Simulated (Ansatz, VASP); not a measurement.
## Zr3SiO in VASP and in Ansatz

INCAR

```
PREC = Accurate
ENCUT = 520
EDIFF = 1E-7
ISMEAR = 0
SIGMA = 0.1
LREAL = False
LASPH = True
NELM = 150
ALGO = Normal
ISIF = 2
LWAVE = False
LCHARG = False
ISPIN = 2
MAGMOM = 1 1 1 0 0
LORBIT = 11
LMAXMIX = 4
GGA = PE
NBANDS = 35
```

Contents of KPOINTS:

```
regular mesh
0
Gamma
  4 4 4
```

Contents of POSCAR:

```
Zr3SiO
1.0
    4.9244826610      0.0000000000      0.0000000000
    0.0000000000      4.9244826610      0.0000000000
    0.0000000000      0.0000000000      4.9244826610
Zr Si O
3 1 1
Direct
    0.0000000000      0.5000000000      0.5000000000
    0.5000000000      0.0000000000      0.5000000000
    0.5000000000      0.5000000000      0.0000000000
    0.5000000000      0.5000000000      0.5000000000
    0.0000000000      0.0000000000      0.0000000000
```

Input for Ansatz:

```yaml
crystal:
  lattice:
    - [4.924482661, 0.0, 0.0]
    - [0.0, 4.924482661, 0.0]
    - [0.0, 0.0, 4.924482661]
  atoms:
    - { symbol: Zr, position: [0.0, 0.5, 0.5], spin: 1.0 }
    - { symbol: Zr, position: [0.5, 0.0, 0.5], spin: 1.0 }
    - { symbol: Zr, position: [0.5, 0.5, 0.0], spin: 1.0 }
    - { symbol: Si, position: [0.5, 0.5, 0.5] }
    - { symbol: O, position: [0.0, 0.0, 0.0] }
basis:
  ecutwfc: 420
kpoints:
  mp_grid: { grid: [4, 4, 4] }
hamiltonian:
  xc: pbe
scf:
  occupations: { method: gaussian, width: 0.1 }
  lower_state_search: "off"
output:
  forces: true
  stress: true
  eigenvalues: true
  populations: true
magnetization:
  spin_polarized: true
```

Change from the starting cell: species swapped into the YBRh3 type (Pm-3m, No. 221).

Alike in both runs: task single point; functional PBE; k mesh 4 × 4 × 4; occupations gaussian, width 0.1 eV; collinear spin.

|  | VASP | Ansatz |
| --- | --- | --- |
| version | VASP 6.6.1 | Ansatz 0.2.0 |
| potentials or method | VASP PAW PBE potentials, release 64 (Zr_sv, Si, O), cutoff 520 eV | scalar-relativistic, plane waves, PAW |
| valence electrons in the cell | 46 | 46 |

```tsv
	VASP	Ansatz	Ansatz less VASP
gap on the k mesh at the Fermi level (eV)	none	none	-
pressure (GPa)	0.0	0.0	0.00
net moment per atom (μB)	0.08	0.08	-0.001
size of the moment on the site where the two differ most (μB)	0.06	0.04	-0.016
```

Site moments also hang on the region over which each program counts them. A gap of «none» marks a metal or a gap that the smearing closes. The functional is the same, so the differences come from potentials, cutoffs and numerics.
